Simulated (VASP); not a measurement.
# Y (I4/mmm) in VASP: further runs

Y is run at these levels: LDA; tasks: single point.

All numbers are computed with VASP 6.6.1; they aren't measurements. Logs are shortened: lines on timing, memory, paths and dates and some standing lists are left out, and cuts for length are marked.

### Step 1. The cell of the first run

Symmetry: I4/mmm, No. 139, tetragonal system. The conventional cell has a = 3.514 Å, b = 3.514 Å, c = 4.597 Å, α = 90.00°, β = 90.00°, γ = 90.00°. Y (site symmetry 4/mmm) has 12 Y at 3.39 to 3.51 Å within 4.5 Å.

### Step 2. Single point, LDA (strain -0.0750 x Voigt [0, 0, 1, 0, 0, 0])

The input, INCAR:

```
PREC = Accurate
ENCUT = 520
EDIFF = 1E-6
ISMEAR = 0
SIGMA = 0.15
LREAL = F
LASPH = T
NELM = 100
ALGO = Normal
ISIF = 2
LWAVE = F
LCHARG = F
NBANDS = 12
```

The input, KPOINTS:

```
regular mesh
0
Gamma
  16 16 16
```

The input, POSCAR:

```
Y
1.0
    0.0000000000      2.4850000000      2.2986250000
    2.4850000000      0.0000000000      2.2986250000
    2.4850000000      2.4850000000      0.0000000000
Y
1
Direct
    0.0000000000      0.0000000000      0.0000000000
```

Potentials or basis: VASP PAW LDA potentials, release 64 (Y_sv).

Run with:

```bash
cat potpaw_LDA.64/Y_sv/POTCAR > POTCAR
mpirun -np 1 vasp_std > vasp.out
```

OUTCAR:

```text
PREC = Accurate
   ENCUT = 520
   EDIFF = 1E-6
   ISMEAR = 0
   LREAL = F
   LASPH = T
   NELM = 100
   ISIF = 2

 ion  position               nearest neighbor table
   1  0.000  0.000  0.000-

  LATTYP: Found a body centered tetragonal cell.
 ALAT       =     3.5143207025
 C/A-ratio  =     1.3081475452

  Lattice vectors:

 A1 = (   0.0000000000,  -2.4850000000,  -2.2986250000)
 A2 = (   0.0000000000,   2.4850000000,  -2.2986250000)
 A3 = (   2.4850000000,   0.0000000000,   2.2986250000)

Analysis of symmetry for initial positions (statically):
=====================================================================
 Subroutine PRICEL returns:
 Original cell was already a primitive cell.

 Routine SETGRP: Setting up the symmetry group for a
 body centered tetragonal supercell.

 Subroutine GETGRP returns: Found 16 space group operations
 (whereof 16 operations were pure point group operations)
 out of a pool of 16 trial point group operations.

The static configuration has the point symmetry D_4h.

Analysis of symmetry for dynamics (positions and initial velocities):
=====================================================================
 Subroutine PRICEL returns:
 Original cell was already a primitive cell.

 Routine SETGRP: Setting up the symmetry group for a
 body centered tetragonal supercell.

 Subroutine GETGRP returns: Found 16 space group operations
 (whereof 16 operations were pure point group operations)
 out of a pool of 16 trial point group operations.

The dynamic configuration has the point symmetry D_4h.

 Subroutine INISYM returns: Found 16 space group operations
 (whereof 16 operations are pure point group operations),
 and found     1 'primitive' translations

----------------------------------------------------------------------------------------

                                     Primitive cell

  volume of cell :      28.3891

  direct lattice vectors                    reciprocal lattice vectors
     0.000000000  2.485000000  2.298625000    -0.201207243  0.201207243  0.217521344
     2.485000000  0.000000000  2.298625000     0.201207243 -0.201207243  0.217521344
     2.485000000  2.485000000  0.000000000     0.201207243  0.201207243 -0.217521344

  length of vectors
     3.385099982  3.385099982  3.514320702     0.358167900  0.358167900  0.358167900

  position of ions in fractional coordinates (direct lattice)
     0.000000000  0.000000000  0.000000000

  ion indices of the primitive-cell ions
   primitive index   ion index
                 1           1

----------------------------------------------------------------------------------------

 KPOINTS: regular mesh

Automatic generation of k-mesh.
 Grid dimensions read from file:
 generate k-points for:   16   16   16

 Generating k-lattice:

  Cartesian coordinates                     Fractional coordinates (reciprocal lattice)
    -0.012575453  0.012575453  0.013595084     0.062500000  0.000000000  0.000000000
     0.012575453 -0.012575453  0.013595084     0.000000000  0.062500000  0.000000000
     0.012575453  0.012575453 -0.013595084     0.000000000  0.000000000  0.062500000

  Length of vectors
     0.022385494  0.022385494  0.022385494

  Shift w.r.t. Gamma in fractional coordinates (k-lattice)
     0.000000000  0.000000000  0.000000000

 Subroutine IBZKPT returns following result:
 ===========================================

 Found    349 irreducible k-points:

 Following reciprocal coordinates:
            Coordinates               Weight
  0.000000  0.000000  0.000000      1.000000
  0.062500  0.000000  0.000000      8.000000
  0.125000  0.000000  0.000000      8.000000
  0.187500  0.000000  0.000000      8.000000
  0.250000  0.000000  0.000000      8.000000
  0.312500  0.000000  0.000000      8.000000
[... 16 lines left out ...]
 -0.125000  0.062500  0.000000      8.000000
 -0.062500  0.062500  0.000000      4.000000
 [... further k-points ...]
   k-points           NKPTS =    349   k-points in BZ     NKDIM =    349   number of bands    NBANDS=     12
   number of dos      NEDOS =    301   number of ions     NIONS =      1
   total plane-waves  NPLWV =  21952
   dimension x,y,z NGX =    28 NGY =   28 NGZ =   28
   dimension x,y,z NGXF=    56 NGYF=   56 NGZF=   56
   ions per type =               1
   NGX,Y,Z   is equivalent  to a cutoff of  13.75, 13.75, 13.25 a.u.
   NGXF,Y,Z  is equivalent  to a cutoff of  27.50, 27.50, 26.49 a.u.
 SYSTEM =  unknown system
   PREC   = accura    normal or accurate (medium, high low for compatibility)
   ISTART =      0    job   : 0-new  1-cont  2-samecut
   ICHARG =      2    charge: 1-file 2-atom 10-const
   ISPIN  =      1    spin polarized calculation?
   LNONCOLLINEAR =      F non collinear calculations
   LSORBIT =      F    spin-orbit coupling
   LASPH  =      T    aspherical Exc in radial PAW
   ENCUT  =  520.0 eV  38.22 Ry    6.18 a.u.   6.29  6.29  6.53*2*pi/ulx,y,z
   NELM   =    100;   NELMIN=  2; NELMDL= -5     # of ELM steps
   EDIFF  = 0.1E-05   stopping-criterion for ELM
   LREAL  =      F    real-space projection
   EDIFFG = 0.1E-04   stopping-criterion for IOM
   NSW    =      0    number of steps for IOM
   IBRION =     -1    ionic relax: 0-MD 1-quasi-New 2-CG
   NFREE  =      0    steps in history (QN), initial steepest desc. (CG)
   ISIF   =      2    stress and relaxation
   ISYM   =      2    0-nonsym 1-usesym 2-fastsym
   POTIM  = 0.5000    time-step for ionic-motion
   TEBEG  =    0.0;   TEEND  =   0.0 temperature during run
   PSTRESS=    0.0 pullay stress
   NELECT =      11.0000    total number of electrons
   NUPDOWN=      -1.0000    fix difference up-down
   EMIN   =  10.00;   EMAX   =-10.00  energy-range for DOS
   EFERMI =   0.00;   METHOD = LEGACY
   ISMEAR =     0;   SIGMA  =   0.15  broadening in eV -4-tet -1-fermi 0-gaus
   EFERMI_NEDOS =   21; number of points for ismear=-14 and -15
   IALGO  =     38    algorithm
   IMIX   =      4    mixing-type and parameters
     AMIX     =   0.40;   BMIX     =  1.00
     AMIX_MAG =   1.60;   BMIX_MAG =  1.00
  volume/ion in A,a.u.               =      28.39       191.58
  Fermi-wavevector in a.u.,A,eV,Ry     =   1.193499  2.255386 19.380684  1.424440
  Thomas-Fermi vector in A             =   2.329512
   LORBIT       =      0    0 simple, 1 ext, 2 COOP (PROOUT), +10 PAW based schemes
   GGA     = CA    functional components
   LHFCALC =     F    Hartree Fock is set to
   AEXX    =    0.0000 exact exchange contribution
   IVDW    =     0    specifies the selected vdW correction
   LEPSILON=     F    determine dielectric tensor
   LRPA    =     F    only Hartree local field effects (RPA)
 non-spin polarized calculation
 Gauss-broadening in eV      SIGMA  =   0.15
  energy-cutoff  :      520.00
  volume of cell :       28.39
 maximum number of plane-waves:       789
 NGX is ok and might be reduce to    28
   NGX = 13   NGY = 13   NGZ = 13

 number of electron      11.0000000 magnetization

 Free energy of the ion-electron system (eV)
  ---------------------------------------------------
  ext. energy  EPLUGINS =         0.00000000
  ---------------------------------------------------
  free energy    TOTEN  =        -6.93131634 eV

  energy without entropy =       -6.91671281  energy(sigma->0) =       -6.92401458

 E-fermi :   3.6167     XC(G=0): -10.2226

 val. band max:        3.6127169053   @ k =  -0.1875   0.1250   0.3125
 cond. band min:       3.6189085483   @ k =   0.5000   0.1875   0.0000
 fundamental gap:      0.0061916430
 Fermi energy:         3.6167128252

 k-point     1 :       0.0000    0.0000    0.0000
  band No.  band energies     occupation
      1     -38.5308      2.00000
      2     -18.2155      2.00000
      3     -18.2155      2.00000
      4     -18.2062      2.00000
      5      -1.3008      2.00000
      6       5.2986      0.00000
      7       5.2986      0.00000
      8       5.9772      0.00000
      9       7.2944      0.00000
     10       8.2719      0.00000
     11      13.1181      0.00000
     12      16.1325      0.00000

 k-point     2 :       0.0625    0.0000    0.0000
  band No.  band energies     occupation
      1     -38.5263      2.00000
      2     -18.2496      2.00000
      3     -18.2218      2.00000
      4     -18.2120      2.00000
      5      -1.1854      2.00000
      6       5.2407      0.00000
      7       5.3493      0.00000
      8       5.9589      0.00000
      9       7.2494      0.00000
     10       8.1897      0.00000
     11      13.3842      0.00000
     12      15.9755      0.00000

 k-point     3 :       0.1250    0.0000    0.0000
  band No.  band energies     occupation
      1     -38.5133      2.00000
      2     -18.3538      2.00000
      3     -18.2396      2.00000
      4     -18.2199      2.00000
      5      -0.8534      2.00000
      6       5.0151      0.00000
      7       5.4608      0.00000
      8       6.0026      0.00000
      9       7.1816      0.00000
     10       8.0012      0.00000
     11      14.0340      0.00000
     12      15.4114      0.00000
[... 286 lines left out ...]
 k-point    23 :      -0.1250    0.0625    0.0000
  band No.  band energies     occupation
      1     -38.5052      2.00000
      2     -18.3980      2.00000
      3     -18.2564      2.00000
      4     -18.2414      2.00000
      5      -0.6337      2.00000
      6       4.8089      0.00000
      7       5.5832      0.00000
      8       6.1168      0.00000
      9       6.8750      0.00000
     10       8.0786      0.00000
     11      14.4464      0.00000
     12      15.3834      0.00000

 k-point    24 :      -0.0625    0.0625    0.0000
  band No.  band energies     occupation
      1     -38.5197      2.00000
      2     -18.2920      2.00000
      3     -18.2332      2.00000
      4     -18.2255      2.00000
      5      -1.0127      2.00000
      6       5.0572      0.00000
      7       5.4334      0.00000
      8       6.0848      0.00000
      9       7.0533      0.00000
     10       8.1469      0.00000
     11      13.7496      0.00000
     12      15.7117      0.00000

 [... further k-points ...]
[... 5 lines left out ...]
  --------------------------------------------------------------------------------------
  -------------------------------------------------------------------------------------
  Total        0.1384041      0.1384041      0.5560922      0.0000000      0.0000000      0.0000000
  in kB        7.8110365      7.8110365     31.3838661      0.0000000      0.0000000      0.0000000
  external PRESSURE =      15.6686464 kB  Pullay stress =       0.0000000 kB

 VOLUME and BASIS-vectors are now :
 -----------------------------------------------------------------------------
  energy-cutoff  :      520.00
  volume of cell :       28.39
      direct lattice vectors                 reciprocal lattice vectors
     0.000000000  2.485000000  2.298625000    -0.201207243  0.201207243  0.217521344
     2.485000000  0.000000000  2.298625000     0.201207243 -0.201207243  0.217521344
     2.485000000  2.485000000  0.000000000     0.201207243  0.201207243 -0.217521344

 POSITION                                       TOTAL-FORCE (eV/Angst)
 -----------------------------------------------------------------------------------
      0.00000      0.00000      0.00000        -0.000000      0.000000      0.000000
 -----------------------------------------------------------------------------------
    total drift:                               -0.000000     -0.000000     -0.000000

  FREE ENERGIE OF THE ION-ELECTRON SYSTEM (eV)
  ---------------------------------------------------
  free  energy   TOTEN  =        -6.9313163426 eV

  energy  without entropy=       -6.9167128141  energy(sigma->0) =       -6.92401458
```

Run time: 59 s. Hardware: 1 thread of Intel Xeon 6975P-C (Granite Rapids), shared host; peak memory 0.26 GiB.

What came out:

- Free energy: -6.9313 eV
- Pressure: 1.6 GPa

Levels at points of the mesh, in eV from the Fermi level:
```csv
k point,band 4,band 5,band 6,band 7,band 8,band 9
"(0.00, 0.00, 0.00)",-21.82,-4.92,1.68,1.68,2.36,3.68
"(0.50, 0.00, 0.00)",-21.90,-2.17,1.18,1.25,2.13,5.70
"(0.50, 0.50, 0.00)",-22.22,-2.04,-1.31,3.55,5.96,6.48
"(0.50, 0.00, 0.50)",-22.05,-2.11,-1.06,2.48,5.88,6.09
```

Caveat: the cell differs from its parent crystal (strain -0.0750 x Voigt [0, 0, 1, 0, 0, 0]).

### Step 3. Single point, LDA (strain +0.1500 x Voigt [0, 0, 1, 0, 0, 0])

INCAR is that of step 2.

KPOINTS is that of step 2.

The input, POSCAR:

```
Y
1.0
    0.0000000000      2.4850000000      2.8577500000
    2.4850000000      0.0000000000      2.8577500000
    2.4850000000      2.4850000000      0.0000000000
Y
1
Direct
    0.0000000000      0.0000000000      0.0000000000
```

Potentials or basis: VASP PAW LDA potentials, release 64 (Y_sv).

Run with:

```bash
cat potpaw_LDA.64/Y_sv/POTCAR > POTCAR
mpirun -np 1 vasp_std > vasp.out
```

Run time: 64 s. Hardware: 1 thread of Intel Xeon 6975P-C (Granite Rapids), shared host; peak memory 0.28 GiB.

Results (log left out):

```yaml
Free_energy: -6.7751 eV
Pressure: -6.2 GPa
```

Stress tensor (GPa, compression positive):
```
-4.74  0.00  0.00
 0.00 -4.74  0.00
 0.00  0.00 -8.98
```

Levels at points of the mesh, in eV from the Fermi level:
| k point | band 3 | band 4 | band 5 | band 6 | band 7 | band 8 |
| --- | --- | --- | --- | --- | --- | --- |
| (0.00, 0.00, 0.00) | -22.54 | -22.54 | -4.61 | 0.94 | 2.08 | 2.08 |
| (0.50, 0.00, 0.00) | -22.64 | -22.56 | -1.88 | 0.53 | 0.93 | 2.07 |
| (0.50, 0.50, 0.00) | -22.63 | -22.63 | -1.79 | -0.64 | 0.88 | 4.86 |
| (0.50, 0.00, 0.50) | -22.82 | -22.66 | -1.52 | -0.74 | 2.38 | 4.41 |

Caveat: the cell differs from its parent crystal (strain +0.1500 x Voigt [0, 0, 1, 0, 0, 0]).

### Step 4. Single point, LDA (strain +0.1125 x Voigt [0, 0, 1, 0, 0, 0])

The input, INCAR:

```
SYSTEM = Y
PREC     = Accurate       ! precision mode
ENCUT    = 520            ! plane-wave cutoff, eV
EDIFF    = 1E-6           ! SCF threshold, eV
ISMEAR   = 0              ! smearing method
SIGMA    = 0.15           ! smearing width, eV
LREAL    = .FALSE.        ! projectors in reciprocal space
LASPH    = .TRUE.         ! aspherical terms in the spheres
NELM     = 100            ! most SCF steps
ALGO     = Normal         ! electronic algorithm
ISIF     = 2              ! what is computed and relaxed
LWAVE    = .FALSE.        ! write WAVECAR
LCHARG   = .FALSE.        ! write CHGCAR
NBANDS   = 12             ! bands
```

The input, KPOINTS:

```
regular mesh
0
G
  16 16 16
  0 0 0
```

The input, POSCAR:

```
Y
1.0
    0.0000000000      2.4850000000      2.7645625000
    2.4850000000      0.0000000000      2.7645625000
    2.4850000000      2.4850000000      0.0000000000
Y
1
Direct
    0.0000000000      0.0000000000      0.0000000000
```

Run with:

```bash
cat potpaw_LDA.64/Y_sv/POTCAR > POTCAR
mpirun -np 1 vasp_std > vasp.out
```

It took 67 s on 1 thread of Intel Xeon 6975P-C (Granite Rapids), shared host; peak memory 0.28 GiB.

Results (log left out):

* Free energy: -6.8345 eV
* Pressure: -5.3 GPa

Stress tensor (GPa, compression positive):
```
-4.24  0.00  0.00
 0.00 -4.24  0.00
 0.00  0.00 -7.56
```

Levels at points of the mesh, in eV from the Fermi level:
| k point | band 3 | band 4 | band 5 | band 6 | band 7 | band 8 |
| --- | --- | --- | --- | --- | --- | --- |
| (0.00, 0.00, 0.00) | -22.43 | -22.43 | -4.67 | 1.12 | 2.01 | 2.01 |
| (0.50, 0.00, 0.00) | -22.53 | -22.46 | -1.93 | 0.59 | 1.07 | 1.98 |
| (0.50, 0.50, 0.00) | -22.55 | -22.55 | -1.79 | -0.70 | 1.18 | 5.01 |
| (0.50, 0.00, 0.50) | -22.71 | -22.58 | -1.60 | -0.82 | 2.38 | 4.70 |

Caveat: the cell differs from its parent crystal (strain +0.1125 x Voigt [0, 0, 1, 0, 0, 0]).

### Step 5. Summary

| cell | gap on the mesh (eV) | pressure (GPa) |
| --- | --- | --- |
| a = 3.385, b = 3.385, c = 3.514 Å, angles 58.7, 58.7, 62.5°, 1 atom | none | 1.6 |
| a = 3.787, b = 3.787, c = 3.514 Å, angles 62.4, 62.4, 55.3°, 1 atom | none | -6.2 |
| a = 3.717, b = 3.717, c = 3.514 Å, angles 61.8, 61.8, 56.4°, 1 atom | none | -5.3 |

Alike in all rows: task single point; level LDA; potentials or basis VASP PAW LDA potentials, release 64 (Y_sv); no spin polarisation; k mesh 16 × 16 × 16; cutoff (eV) 520; smearing gaussian 0.15 eV.

Total energies depend on the potentials used, so only differences within one code and one set of settings carry meaning.
